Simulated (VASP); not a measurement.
# Re (P6_3/mmc) in VASP: single point with PBE

Aim: the single point of Re with PBE.

All numbers are computed with VASP 6.6.1; they aren't measurements. Logs are shortened: lines on timing, memory, paths and dates and some standing lists are left out, and cuts for length are marked.

### 1 The cell of the first run

Symmetry: P6_3/mmc, No. 194, hexagonal system. The conventional cell has a = 2.774 Å, b = 2.774 Å, c = 4.487 Å, α = 90.00°, β = 90.00°, γ = 120.00°. Within 3.6 Å of Re (site symmetry -6m2) lie 12 Re at 2.76 to 2.77 Å.

### 2 Single point, PBE

Contents of POSCAR:

```
Re
1.0
    2.7738321351      0.0000000000      0.0000000000
   -1.3869160676      2.4022090948      0.0000000000
    0.0000000000      0.0000000000      4.4871405626
Re
2
Direct
    0.3333333333      0.6666666667      0.2500000000
    0.6666666667      0.3333333333      0.7500000000
```

Contents of INCAR.step1:

```
  PREC = Accurate
  ENCUT = 520
  EDIFF = 1E-6
  ISMEAR = 0
  SIGMA = 0.05
  LREAL = F
  LASPH = T
  NELM = 60
  ALGO = Fast
  ISIF = 2
  LWAVE = F
  LCHARG = T
  LMAXMIX = 4
  GGA = PE
  NBANDS = 14
```

Contents of KPOINTS.step1:

```
regular mesh
0
Gamma
  24 24 14
```

Contents of INCAR.step2:

```
  PREC = Accurate
  ENCUT = 520
  EDIFF = 1E-6
  ISMEAR = -5
  SIGMA = 0.05
  LREAL = F
  LASPH = T
  NELM = 60
  ALGO = Fast
  ISIF = 2
  LWAVE = F
  LCHARG = F
  LMAXMIX = 4
  GGA = PE
  LORBIT = 10
  NBANDS = 14
  NEDOS = 1001
  ICHARG = 11
```

Contents of KPOINTS.step2:

```
regular mesh
0
Gamma
  36 36 21
```

Potentials or basis: VASP PAW PBE potentials, release 64 (Re).

Started as:

```
> cat potpaw_PBE.64/Re/POTCAR > POTCAR
> cp INCAR.step1 INCAR
> cp KPOINTS.step1 KPOINTS
> mpirun -np 1 vasp_std > vasp.out
> cp INCAR.step2 INCAR
> cp KPOINTS.step2 KPOINTS
> mpirun -np 1 vasp_std > vasp.out
```

OUTCAR:

```text
PREC = Accurate
   ENCUT = 520
   EDIFF = 1E-6
   ISMEAR = -5
   LREAL = F
   LASPH = T
   NELM = 60
   ISIF = 2
   GGA = PE
   LORBIT = 10
   ICHARG = 11

 ion  position               nearest neighbor table
   1  0.333  0.667  0.250-   2 2.76   2 2.76   2 2.76   2 2.76   2 2.76   2 2.76
   2  0.667  0.333  0.750-   1 2.76   1 2.76   1 2.76   1 2.76   1 2.76   1 2.76

  LATTYP: Found a hexagonal cell.
 ALAT       =     2.7738321351
 C/A-ratio  =     1.6176683895

  Lattice vectors:

 A1 = (   2.7738321351,   0.0000000000,   0.0000000000)
 A2 = (  -1.3869160676,   2.4022090948,   0.0000000000)
 A3 = (   0.0000000000,   0.0000000000,   4.4871405626)

Analysis of symmetry for initial positions (statically):
=====================================================================
 Subroutine PRICEL returns:
 Original cell was already a primitive cell.

 Routine SETGRP: Setting up the symmetry group for a
 hexagonal supercell.

 Subroutine GETGRP returns: Found 24 space group operations
 (whereof 12 operations were pure point group operations)
 out of a pool of 24 trial point group operations.

The static configuration has the point symmetry D_3d.
 The point group associated with its full space group is D_6h.

Analysis of symmetry for dynamics (positions and initial velocities):
=====================================================================
 Subroutine PRICEL returns:
 Original cell was already a primitive cell.

 Routine SETGRP: Setting up the symmetry group for a
 hexagonal supercell.

 Subroutine GETGRP returns: Found 24 space group operations
 (whereof 12 operations were pure point group operations)
 out of a pool of 24 trial point group operations.

The dynamic configuration has the point symmetry D_3d.
 The point group associated with its full space group is D_6h.

 Subroutine INISYM returns: Found 24 space group operations
 (whereof 12 operations are pure point group operations),
 and found     1 'primitive' translations

----------------------------------------------------------------------------------------

                                     Primitive cell

  volume of cell :      29.8993

  direct lattice vectors                    reciprocal lattice vectors
     2.773832135  0.000000000  0.000000000     0.360512083  0.208141748  0.000000000
    -1.386916068  2.402209095  0.000000000     0.000000000  0.416283496  0.000000000
     0.000000000  0.000000000  4.487140563     0.000000000  0.000000000  0.222859076

  length of vectors
     2.773832135  2.773832135  4.487140563     0.416283496  0.416283496  0.222859076

  position of ions in fractional coordinates (direct lattice)
     0.333333333  0.666666667  0.250000000
     0.666666667  0.333333333  0.750000000

  ion indices of the primitive-cell ions
   primitive index   ion index
                 1           1
                 2           2

----------------------------------------------------------------------------------------

 KPOINTS: regular mesh

Automatic generation of k-mesh.
 Grid dimensions read from file:
 generate k-points for:   36   36   21

 Generating k-lattice:

  Cartesian coordinates                     Fractional coordinates (reciprocal lattice)
     0.010014225  0.005781715  0.000000000     0.027777778  0.000000000  0.000000000
     0.000000000  0.011563430  0.000000000     0.000000000  0.027777778  0.000000000
     0.000000000  0.000000000  0.010612337     0.000000000  0.000000000  0.047619048

  Length of vectors
     0.011563430  0.011563430  0.010612337

  Shift w.r.t. Gamma in fractional coordinates (k-lattice)
     0.000000000  0.000000000  0.000000000

 TETIRR: Found  26874 inequivalent tetrahedra from   163296

 Subroutine IBZKPT returns following result:
 ===========================================

 Found   1397 irreducible k-points:

 Following reciprocal coordinates:
            Coordinates               Weight
  0.000000  0.000000  0.000000      1.000000
  0.027778  0.000000  0.000000      6.000000
  0.055556  0.000000  0.000000      6.000000
  0.083333 -0.000000  0.000000      6.000000
  0.111111  0.000000  0.000000      6.000000
  0.138889  0.000000  0.000000      6.000000
[... 16 lines left out ...]
  0.111111  0.027778  0.000000     12.000000
  0.138889  0.027778  0.000000     12.000000
 [... further k-points ...]
   k-points           NKPTS =   1397   k-points in BZ     NKDIM =   1397   number of bands    NBANDS=     14
   number of dos      NEDOS =   1001   number of ions     NIONS =      2
   total plane-waves  NPLWV =  20736
   dimension x,y,z NGX =    24 NGY =   24 NGZ =   36
   dimension x,y,z NGXF=    48 NGYF=   48 NGZF=   72
   ions per type =               2
   NGX,Y,Z   is equivalent  to a cutoff of  14.38, 14.38, 13.34 a.u.
   NGXF,Y,Z  is equivalent  to a cutoff of  28.77, 28.77, 26.68 a.u.
 SYSTEM =  unknown system
   PREC   = accura    normal or accurate (medium, high low for compatibility)
   ISTART =      0    job   : 0-new  1-cont  2-samecut
   ICHARG =     11    charge: 1-file 2-atom 10-const
   ISPIN  =      1    spin polarized calculation?
   LNONCOLLINEAR =      F non collinear calculations
   LSORBIT =      F    spin-orbit coupling
   LASPH  =      T    aspherical Exc in radial PAW
   ENCUT  =  520.0 eV  38.22 Ry    6.18 a.u.   5.16  5.16  8.34*2*pi/ulx,y,z
   NELM   =     60;   NELMIN=  2; NELMDL=  0     # of ELM steps
   EDIFF  = 0.1E-05   stopping-criterion for ELM
   LREAL  =      F    real-space projection
   EDIFFG = 0.1E-04   stopping-criterion for IOM
   NSW    =      0    number of steps for IOM
   IBRION =     -1    ionic relax: 0-MD 1-quasi-New 2-CG
   NFREE  =      0    steps in history (QN), initial steepest desc. (CG)
   ISIF   =      2    stress and relaxation
   ISYM   =      2    0-nonsym 1-usesym 2-fastsym
   POTIM  = 0.5000    time-step for ionic-motion
   TEBEG  =    0.0;   TEEND  =   0.0 temperature during run
   PSTRESS=    0.0 pullay stress
   NELECT =      14.0000    total number of electrons
   NUPDOWN=      -1.0000    fix difference up-down
   EMIN   =  10.00;   EMAX   =-10.00  energy-range for DOS
   EFERMI =   0.00;   METHOD = LEGACY
   ISMEAR =    -5;   SIGMA  =   0.05  broadening in eV -4-tet -1-fermi 0-gaus
   EFERMI_NEDOS =   21; number of points for ismear=-14 and -15
   IALGO  =     68    algorithm
   IMIX   =      4    mixing-type and parameters
     AMIX     =   0.40;   BMIX     =  1.00
     AMIX_MAG =   1.60;   BMIX_MAG =  1.00
  volume/ion in A,a.u.               =      14.95       100.89
  Fermi-wavevector in a.u.,A,eV,Ry     =   1.271249  2.402312 21.988022  1.616074
  Thomas-Fermi vector in A             =   2.404192
   LORBIT       =     10    0 simple, 1 ext, 2 COOP (PROOUT), +10 PAW based schemes
   GGA     = PE    functional components
   LHFCALC =     F    Hartree Fock is set to
   AEXX    =    0.0000 exact exchange contribution
   IVDW    =     0    specifies the selected vdW correction
   LEPSILON=     F    determine dielectric tensor
   LRPA    =     F    only Hartree local field effects (RPA)
 non-spin polarized calculation
 RMM-DIIS sequential band-by-band and
 Fermi weights with tetrahedron method with Bloechl corrections
  energy-cutoff  :      520.00
  volume of cell :       29.90
 maximum number of plane-waves:       821
 NGX is ok and might be reduce to    24

 number of electron      14.0000000 magnetization

 Free energy of the ion-electron system (eV)
  ---------------------------------------------------
  ext. energy  EPLUGINS =         0.00000000
  ---------------------------------------------------
  free energy    TOTEN  =       -24.85165447 eV

  energy without entropy =      -24.85165447  energy(sigma->0) =      -24.85165447

 E-fermi :   7.6840     XC(G=0): -13.6429

 val. band max:        7.7214921041   @ k =   0.4722   0.0278   0.4762
 cond. band min:       7.6252993820   @ k =   0.1389   0.0000   0.0000
 fundamental gap:     -0.0961927221
 Fermi energy:         7.6840241185

 k-point     1 :       0.0000    0.0000    0.0000
  band No.  band energies     occupation
      1      -2.0665      2.00000
      2       1.1813      2.00000
      3       6.1301      2.00000
      4       6.1565      2.00000
      5       6.1565      2.00000
      6       6.9667      2.00000
      7       6.9667      2.00000
      8       7.8915      0.00000
      9       7.8915      0.00000
     10       8.2560      0.00000
     11      10.9808      0.00000
     12      10.9808      0.00000
     13      17.4757      0.00000
     14      21.8316      0.00000

 k-point     2 :       0.0278    0.0000    0.0000
  band No.  band energies     occupation
      1      -2.0352      2.00000
      2       1.2111      2.00000
      3       5.9742      2.00000
      4       6.1849      2.00000
      5       6.3016      2.00000
      6       6.9432      2.00000
      7       6.9936      2.00000
      8       7.8463     -0.09559
      9       7.8667      0.00000
     10       8.1417      0.00000
     11      10.9977      0.00000
     12      11.1419      0.00000
     13      17.4744      0.00000
     14      21.8964      0.00000

 k-point     3 :       0.0556    0.0000    0.0000
  band No.  band energies     occupation
      1      -1.9418      2.00000
      2       1.2991      2.00000
      3       5.7897      2.00000
      4       6.2701      2.00000
      5       6.4552      2.00000
      6       6.8767      2.00000
      7       7.0741      2.00000
      8       7.6221      1.63056
      9       7.7948     -0.06884
     10       7.9609      0.00000
     11      11.0458      0.00000
     12      11.5522      0.00000
     13      17.4684      0.00000
     14      22.1036      0.00000
[... 324 lines left out ...]
 k-point    23 :       0.1111    0.0278    0.0000
  band No.  band energies     occupation
      1      -1.4309      2.00000
      2       1.7599      2.00000
      3       5.2443      2.00000
      4       6.4348      2.00000
      5       6.5084      2.00000
      6       6.7515      2.00000
      7       6.9368      2.00000
      8       7.3633      2.00000
      9       7.5346      2.08745
     10       7.7430     -0.00419
     11      11.2545      0.00000
     12      13.1021      0.00000
     13      17.3922      0.00000
     14      23.1482      0.00000

 k-point    24 :       0.1389    0.0278    0.0000
  band No.  band energies     occupation
      1      -1.1454      2.00000
      2       1.9944      2.00000
      3       5.0378      2.00000
      4       5.9459      2.00000
      5       6.3481      2.00000
      6       7.0275      2.00000
      7       7.1539      2.00000
      8       7.1920      2.00000
      9       7.6199      2.00199
     10       7.7978     -0.02680
     11      11.3494      0.00000
     12      13.7627      0.00000
     13      17.3260      0.00000
     14      23.6161      0.00000

 [... further k-points ...]
[... 5 lines left out ...]
  --------------------------------------------------------------------------------------
  -------------------------------------------------------------------------------------
  Total       -0.0870419     -0.0870419     -0.1836020      0.0000000      0.0000000     -0.0000000
  in kB       -4.6642102     -4.6642102     -9.8384635      0.0000000      0.0000000     -0.0000000
  external PRESSURE =      -6.3889613 kB  Pullay stress =       0.0000000 kB

 VOLUME and BASIS-vectors are now :
 -----------------------------------------------------------------------------
  energy-cutoff  :      520.00
  volume of cell :       29.90
      direct lattice vectors                 reciprocal lattice vectors
     2.773832135  0.000000000  0.000000000     0.360512083  0.208141748  0.000000000
    -1.386916068  2.402209095  0.000000000     0.000000000  0.416283496  0.000000000
     0.000000000  0.000000000  4.487140563     0.000000000  0.000000000  0.222859076

 POSITION                                       TOTAL-FORCE (eV/Angst)
 -----------------------------------------------------------------------------------
     -0.00000      1.60147      1.12179        -0.000000     -0.000000      0.000000
      1.38692      0.80074      3.36536         0.000000      0.000000      0.000000
 -----------------------------------------------------------------------------------
    total drift:                               -0.000000      0.000000     -0.000000

  FREE ENERGIE OF THE ION-ELECTRON SYSTEM (eV)
  ---------------------------------------------------
  free  energy   TOTEN  =       -24.8516544710 eV

  energy  without entropy=      -24.8516544710  energy(sigma->0) =      -24.85165447

 total charge

# of ion       s       p       d       tot
------------------------------------------
    1        0.619   0.662   4.813   6.095
    2        0.619   0.662   4.813   6.095
--------------------------------------------------
tot          1.238   1.325   9.627  12.189
```

Wall time 4.2 min (1 thread of Intel Xeon 6975P-C (Granite Rapids), shared host); peak memory 0.63 GiB.

Results:

| Property | Result |
| --- | --- |
| Valence electrons inside the program's atomic spheres | Re 6.09 |

Caveat: spin-orbit coupling is left out, which moves the levels of the heavy elements; tetrahedron occupations give inexact forces and stress in metals.
